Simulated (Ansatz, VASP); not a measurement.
One calculation of Nb, two programs

```
Nb
1.0
    -1.63746    1.63746    1.63746
     1.63746   -1.63746    1.63746
     1.63746    1.63746   -1.63746
Nb
1
Direct
  0.00000 0.00000 0.00000
```

Alike in both runs: functional PBEsol; k mesh 18 × 18 × 18; occupations fermi-dirac, width 0.15 eV; no spin polarisation.

Ansatz relaxed the structure, and its values are those at the end. VASP's run is a single point on that final structure, the one shown.

|  | VASP | Ansatz |
| --- | --- | --- |
| version | VASP 6.6.1 | Ansatz 0.2.0 |
| potentials or method | VASP PAW PBE potentials, release 64 (Nb_sv), cutoff 520 eV | scalar-relativistic, plane waves, PAW |
| valence electrons in the cell | 13 | 13 |

|  | VASP | Ansatz | Ansatz less VASP |
| --- | --- | --- | --- |
| gap on the k mesh at the Fermi level (eV) | none | none | - |
| pressure (GPa) | -0.3 | 0.0 | +0.30 |

VASP's potentials were made for PBE, not for PBEsol, and Ansatz warns of the same on its side. A gap of «none» marks a metal or a gap that the smearing closes.
